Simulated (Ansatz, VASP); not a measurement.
## NaCl: VASP beside Ansatz

POSCAR

```
NaCl
1.0
    0.0000000000      2.7940632177      2.7940632177
    2.7940632177      0.0000000000      2.7940632177
    2.7940632177      2.7940632177      0.0000000000
Cl Na
1 1
Direct
    0.5000000000      0.5000000000      0.5000000000
    0.0000000000      0.0000000000      0.0000000000
```

Contents of INCAR.step1:

```
SYSTEM = NaCl
  PREC = Accurate
  ENCUT = 520
  EDIFF = 1E-5
  ISMEAR = -1
  SIGMA = 0.05
  LREAL = .FALSE.
  LASPH = .TRUE.
  NELM = 80
  ALGO = Normal
  ISIF = 2
  LWAVE = .TRUE.
  NBANDS = 14
  GGA = PE
```

INCAR.step2

```
SYSTEM = NaCl
  PREC = Accurate
  ENCUT = 520
  EDIFF = 1E-6
  ISMEAR = -1
  SIGMA = 0.05
  LREAL = .FALSE.
  LASPH = .TRUE.
  NELM = 80
  ALGO = Normal
  ISIF = 2
  LWAVE = .FALSE.
  LCHARG = .TRUE.
  GGA = PE
  LHFCALC = .TRUE.
  AEXX = 0.25
  HFSCREEN = 0.15
  PRECFOCK = Normal
  LELF = .TRUE.
  LVHAR = .TRUE.
  NBANDS = 14
  ISTART = 1
```

KPOINTS

```
regular mesh
0
G
  4 4 4
  0 0 0
```

Contents of input.yaml:

```yaml
crystal:
  lattice:
    - [0.0, 2.7940632177, 2.7940632177]
    - [2.7940632177, 0.0, 2.7940632177]
    - [2.7940632177, 2.7940632177, 0.0]
  atoms:
    - { symbol: Cl, position: [0.5, 0.5, 0.5] }
    - { symbol: Na, position: [0.0, 0.0, 0.0] }
kpoints:
  mp_grid: { grid: [4, 4, 4] }
scf:
  occupations: { method: fermi_dirac, width: 0.05 }
hamiltonian:
  xc: { preset: hse06, exx: { coeff: 0.25, omega: 0.15 } }
  pseudopotentials: { kind: all_electron, datasets: crystal }
output:
  forces: true
  stress: true
```

Alike in both runs: task single point; functional PBE-based screened hybrid; k mesh 4 × 4 × 4; occupations fermi-dirac, width 0.05 eV; no spin polarisation.

```csv
,VASP,Ansatz
version,VASP 6.6.1,Ansatz 0.2.0
potentials or method,"VASP PAW PBE potentials, release 64 (Cl, Na_pv), cutoff 520 eV",all-electron PAW datasets made for the crystal
```

VASP gave:

- gap on the k mesh at the Fermi level (eV): 6.77
- least direct gap on the mesh (eV): 6.77
- pressure (GPa): 1.0

**Question.** Which values does Ansatz return?

**Answer.** gap on the k mesh at the Fermi level (eV): 6.78; least direct gap on the mesh (eV): 6.78; pressure (GPa): 0.9.

VASP's potentials were made for PBE, not for PBE-based screened hybrid. Ansatz ran all-electron here, and VASP with PAW potentials.

The k mesh is coarse, so the values compare programs but aren't converged.
